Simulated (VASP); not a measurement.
# As3P13 (P1) in VASP: single point with PBE+D3(BJ)

Aim: the single point of As3P13 with PBE+D3(BJ).

Everything below comes from runs of VASP 6.6.1. Logs are shortened: lines on timing, memory, paths and dates and some standing lists are left out, and cuts for length are marked.

## (1) The cell of the first run

The typed cell holds 16 atoms: a = 6.873 Å, b = 6.909 Å, c = 7.249 Å, α = 68.69°, β = 68.85°, γ = 75.69°.

## (2) Single point, PBE+D3(BJ)

File INCAR:

```
SYSTEM = As3P13
PREC = Accurate
ENCUT = 510
EDIFF = 1E-6
ISMEAR = 0
SIGMA = 0.1
LREAL = Auto
LASPH = .TRUE.
NELM = 120
ALGO = Normal
ISIF = 2
LWAVE = .FALSE.
LCHARG = .TRUE.
GGA = PE
IVDW = 12
LELF = .TRUE.
LVHAR = .TRUE.
NBANDS = 69
GGA_COMPAT = .FALSE.
```

File KPOINTS:

```
regular mesh
0
G
  2 2 2
  0 0 0
```

File POSCAR:

```
As3P13
1.0
    1.6961994671      5.1580693046      4.2133558785
    1.6981002070      5.1816427652     -4.2422073668
   -5.0839774969      5.1670093327     -0.0129584644
As P
3 13
Direct
    0.1126635722      0.0545506337      0.0686593829
    0.8751120252      0.7958981090      0.5577311052
    0.4374653310      0.9938978594      0.7959897694
    0.6140464514      0.5374046536      0.0493360547
    0.3621542905      0.3056508326      0.5431961289
    0.5758920990      0.0085266629      0.1982079179
    0.0828585546      0.5103822457      0.1950134177
    0.3320883355      0.7556396969      0.6929365255
    0.8304408248      0.2583629191      0.6983735619
    0.1318685975      0.2114163378      0.4483479625
    0.6305201190      0.7073037324      0.4428046191
    0.8774656412      0.9597917899      0.9509338137
    0.3819460177      0.4577446187      0.9431438794
    0.6555503254      0.2444759332      0.2998598574
    0.1844471668      0.7235232200      0.3019689894
    0.9154806482      0.4754307550      0.8134970146
```

Potentials or basis: VASP PAW PBE potentials, release 64 (As_d, P).

Run with:

```
$ cat potpaw_PBE.64/As_d/POTCAR potpaw_PBE.64/P/POTCAR > POTCAR
$ mpirun -np 1 vasp_std > vasp.out
```

OUTCAR:

```text
SYSTEM = As3P13
   PREC = Accurate
   ENCUT = 510
   EDIFF = 1E-6
   ISMEAR = 0
   LREAL = Auto
   LASPH = .TRUE.
   NELM = 120
   ISIF = 2
   GGA = PE
   IVDW = 12
 IVDW          = 12

 ion  position               nearest neighbor table
   1  0.113  0.055  0.069-  15 2.36  12 2.39   3 2.45
   2  0.875  0.796  0.558-  16 2.35  15 2.35  11 2.41
   3  0.437  0.994  0.796-   5 2.35   8 2.38   1 2.45
   4  0.614  0.537  0.049-  14 2.21  16 2.22  13 2.25
   5  0.362  0.306  0.543-  14 2.22  10 2.24   3 2.35
   6  0.576  0.009  0.198-  11 2.24  12 2.24  14 2.26
[... 8 lines left out ...]
  15  0.184  0.724  0.302-   7 2.23   2 2.35   1 2.36
  16  0.915  0.475  0.813-   4 2.22   9 2.23   2 2.35

  LATTYP: Found a triclinic cell.
 ALAT       =     6.9086387517
 B/A-ratio  =     1.2239164072
 C/A-ratio  =     1.0492358802
 COS(alpha) =     0.0036172582
 COS(beta)  =     0.3633331928
 COS(gamma) =     0.6161877338

  Lattice vectors:

 A1 = (   1.6981002070,   5.1816427652,  -4.2422073668)
 A2 = (   0.0019007399,   0.0235734606,  -8.4555632453)
 A3 = (  -5.0839774969,   5.1670093327,  -0.0129584644)

Analysis of symmetry for initial positions (statically):
=====================================================================
 Subroutine PRICEL returns:
 Original cell was already a primitive cell.

 Routine SETGRP: Setting up the symmetry group for a
 triclinic supercell.

 Subroutine GETGRP returns: Found  1 space group operations
 (whereof  1 operations were pure point group operations)
 out of a pool of  2 trial point group operations.

The static configuration has the point symmetry C_1 .

Analysis of symmetry for dynamics (positions and initial velocities):
=====================================================================
 Subroutine PRICEL returns:
 Original cell was already a primitive cell.

 Routine SETGRP: Setting up the symmetry group for a
 triclinic supercell.

 Subroutine GETGRP returns: Found  1 space group operations
 (whereof  1 operations were pure point group operations)
 out of a pool of  2 trial point group operations.

The dynamic configuration has the point symmetry C_1 .

 Subroutine INISYM returns: Found  1 space group operations
 (whereof  1 operations are pure point group operations),
 and found     1 'primitive' translations

[... 109 lines left out ...]
   IBRION =     -1    ionic relax: 0-MD 1-quasi-New 2-CG
   NFREE  =      0    steps in history (QN), initial steepest desc. (CG)
   ISIF   =      2    stress and relaxation
   ISYM   =      2    0-nonsym 1-usesym 2-fastsym
   POTIM  = 0.5000    time-step for ionic-motion
   TEBEG  =    0.0;   TEEND  =   0.0 temperature during run
   PSTRESS=    0.0 pullay stress
   NELECT =     110.0000    total number of electrons
   NUPDOWN=      -1.0000    fix difference up-down
   EMIN   =  10.00;   EMAX   =-10.00  energy-range for DOS
   EFERMI =   0.00;   METHOD = LEGACY
   ISMEAR =     0;   SIGMA  =   0.10  broadening in eV -4-tet -1-fermi 0-gaus
   EFERMI_NEDOS =   21; number of points for ismear=-14 and -15
   IALGO  =     38    algorithm
   IMIX   =      4    mixing-type and parameters
     AMIX     =   0.40;   BMIX     =  1.00
     AMIX_MAG =   1.60;   BMIX_MAG =  1.00
  volume/ion in A,a.u.               =      18.52       125.01
  Fermi-wavevector in a.u.,A,eV,Ry     =   1.176483  2.223231 18.832005  1.384113
  Thomas-Fermi vector in A             =   2.312846
   LORBIT       =      0    0 simple, 1 ext, 2 COOP (PROOUT), +10 PAW based schemes
   GGA     = PE    functional components
   LHFCALC =     F    Hartree Fock is set to
   AEXX    =    0.0000 exact exchange contribution
   IVDW    =    12    specifies the selected vdW correction
   LEPSILON=     F    determine dielectric tensor
   LRPA    =     F    only Hartree local field effects (RPA)
 non-spin polarized calculation
 Gauss-broadening in eV      SIGMA  =   0.10
  energy-cutoff  :      510.00
  volume of cell :      296.39
 maximum number of plane-waves:      7774
 NGX is ok and might be reduce to    54
   NGX = 25   NGY = 25   NGZ = 27

 number of electron     109.9999998 magnetization

 Free energy of the ion-electron system (eV)
  ---------------------------------------------------
  ext. energy  EPLUGINS =         0.00000000
  ---------------------------------------------------
  free energy    TOTEN  =       -83.21161358 eV

  energy without entropy =      -83.21161340  energy(sigma->0) =      -83.21161349

 E-fermi :   6.4602     XC(G=0): -10.3101

 val. band max:        6.1243509938   @ k =   0.5000   0.5000   0.5000
 cond. band min:       6.7959676798   @ k =   0.5000   0.5000   0.5000
 fundamental gap:      0.6716166860
 Fermi energy:         6.4601551392

 k-point     1 :       0.0000    0.0000    0.0000
  band No.  band energies     occupation
      1     -29.7898      2.00000
      2     -29.7834      2.00000
      3     -29.7784      2.00000
      4     -29.7517      2.00000
      5     -29.7400      2.00000
      6     -29.7310      2.00000
[... 549 lines left out ...]
     66       9.5755      0.00000
     67       9.6201      0.00000
 [bands above 67 left out]

------------------------ aborting loop because EDIFF is reached ----------------------------------------

 Edisp (eV)   -6.37249

 E8    (eV) :    -2.4720

  FORCE on cell =-STRESS in cart. coord.  units (eV):
  Direction    XX          YY          ZZ          XY          YZ          ZX
  --------------------------------------------------------------------------------------
  -------------------------------------------------------------------------------------
  Total      -1.44780     0.66763    -2.03960    -0.49910     0.21234    -0.02532
  in kB      -7.82637     3.60903   -11.02543    -2.69800     1.14786    -0.13685
  external pressure =       -5.08 kB  Pullay stress =        0.00 kB

 VOLUME and BASIS-vectors are now :
 -----------------------------------------------------------------------------
  energy-cutoff  :      510.00
  volume of cell :      296.39
      direct lattice vectors                 reciprocal lattice vectors
     1.696199467  5.158069305  4.213355878     0.073729111  0.072841464  0.118484983
     1.698100207  5.181642765 -4.242207367     0.073678201  0.072198167 -0.118047487
    -5.083977497  5.167009333 -0.012958464    -0.147488409  0.048417479  0.000101830

 POSITION                                       TOTAL-FORCE (eV/Angst)
 -----------------------------------------------------------------------------------
     -0.06533      1.21855      0.24239        -0.014345     -0.025201     -0.070810
      0.00039     11.51975      0.30357         0.012478     -0.020500     -0.047086
     -1.61703     11.51939     -2.38344         0.053435     -0.022178      0.062442
      1.70329      6.20685      0.30677        -0.006395     -0.022723      0.030027
     -1.62829      6.25849      0.22221         0.050486     -0.028988     -0.002918
     -0.01638      4.03882      2.38770        -0.019666      0.045206     -0.015978
[... 8 lines left out ...]
      0.00627      6.26071     -2.29611        -0.000089     -0.039624      0.022968
     -1.77563     11.38897      1.82983        -0.021701     -0.015033      0.020974
 -----------------------------------------------------------------------------------
    total drift:                               -0.005203      0.002936      0.002096

  FREE ENERGIE OF THE ION-ELECTRON SYSTEM (eV)
  ---------------------------------------------------
  free  energy   TOTEN  =       -89.5841085274 eV

  energy  without entropy=      -89.5841083487  energy(sigma->0) =      -89.58410844
```

OSZICAR:

```text
N       E                     dE             d eps       ncg     rms          rms(c)
DAV:   1     0.128345158984E+04    0.12835E+04   -0.40928E+04  1808   0.503E+03
DAV:   2     0.199243794323E+03   -0.10842E+04   -0.10120E+04  1184   0.148E+03
DAV:   3    -0.503724622766E+02   -0.24962E+03   -0.23301E+03  1188   0.221E+02
DAV:   4    -0.822384430766E+02   -0.31866E+02   -0.30287E+02  1440   0.842E+01
DAV:   5    -0.836863452840E+02   -0.14479E+01   -0.14347E+01  1376   0.188E+01    0.193E+01
DAV:   6    -0.833416733921E+02    0.34467E+00   -0.10278E+00  1656   0.478E+00    0.110E+01
DAV:   7    -0.832109304352E+02    0.13074E+00   -0.46474E-01  1352   0.312E+00    0.111E+00
DAV:   8    -0.832111760290E+02   -0.24559E-03   -0.55756E-02  1464   0.167E+00    0.517E-01
DAV:   9    -0.832114562496E+02   -0.28022E-03   -0.86764E-03  1408   0.613E-01    0.254E-01
DAV:  10    -0.832115310386E+02   -0.74789E-04   -0.10756E-03  1560   0.530E-01    0.101E-01
DAV:  11    -0.832116080071E+02   -0.76968E-04   -0.33152E-04  1632   0.260E-01    0.292E-02
DAV:  12    -0.832116136063E+02   -0.55992E-05   -0.83896E-05  1384   0.502E-02    0.298E-02
DAV:  13    -0.832116135762E+02    0.30053E-07   -0.99324E-06  1328   0.196E-02
   1 F= -.89584109E+02 E0= -.89584108E+02  d E =-.178662E-06
```

It took 2.5 min on 1 thread of AMD EPYC 9R45 (Zen 5), shared host; peak memory 0.39 GiB.

Results:

| Quantity | Value |
| --- | --- |
| Free energy | -89.5841 eV |
| Pressure | -0.5 GPa |
| Largest force | 0.085 eV/Å |
| Band gap on the k mesh | 0.67 eV |
| Dispersion energy per atom | -0.398 eV |

Forces on the atoms (eV/Å):
```
As  -0.014 -0.025 -0.071
As   0.012 -0.021 -0.047
As   0.053 -0.022  0.062
P   -0.006 -0.023  0.030
P    0.050 -0.029 -0.003
P   -0.020  0.045 -0.016
P   -0.012  0.033 -0.001
P    0.015  0.034 -0.002
P   -0.036  0.004 -0.020
P    0.017  0.009  0.004
P   -0.032  0.016  0.004
P   -0.001  0.016  0.008
P   -0.017  0.032  0.008
P    0.011 -0.014  0.000
P    0.000 -0.040  0.023
P   -0.022 -0.015  0.021
```

Caveat: the k points lie up to 0.49 Å⁻¹ apart. A k mesh can miss the band edges.
